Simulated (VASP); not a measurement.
# SrO: single point with PBE

Crystal: SrO.

```
Sr O
1.0
     0.00000    2.54899    2.54899
     2.54899    0.00000    2.54899
     2.54899    2.54899    0.00000
Sr O
1 1
Cartesian
  2.5490 2.5490 2.5490
  0.0000 0.0000 0.0000
```

This cell differs from its parent crystal: volume scaled by 0.945.

```yaml
Program: VASP 6.6.1
Task: single point
Functional: PBE
Potentials_or_basis: VASP PAW PBE potentials, release 64 (Sr_sv, O)
Cutoff: 520 eV
k_mesh: 12 × 12 × 12
Occupations: gaussian, width 0.05 eV
Spin: no spin polarisation
```

| Property | Result |
| --- | --- |
| Pressure | 6.1 GPa |
| Band gap on the k mesh | 3.25 eV, indirect (least direct gap 3.32 eV) |

Levels at points of the mesh, in eV from the valence-band top:
| k point | band 4 | band 5 | band 6 | band 7 | band 8 | band 9 | band 10 | band 11 | band 12 | band 13 |
| --- | --- | --- | --- | --- | --- | --- | --- | --- | --- | --- |
| (0.00, 0.00, 0.00) | -13.91 | -13.91 | 0.00 | 0.00 | 0.00 | 4.17 | 6.27 | 6.27 | 6.27 | 8.49 |
| (0.50, 0.00, 0.00) | -14.00 | -12.71 | -2.22 | -1.19 | -1.19 | 6.67 | 8.67 | 9.00 | 9.00 | 12.17 |
| (0.50, 0.50, 0.00) | -14.31 | -14.31 | -0.39 | -0.07 | -0.07 | 3.25 | 8.00 | 10.35 | 10.62 | 11.30 |

Run time: 99 s on 1 thread of AMD EPYC 7R13, with other jobs on the host, peak memory 0.15 GiB.

 A k mesh can miss the band edges.
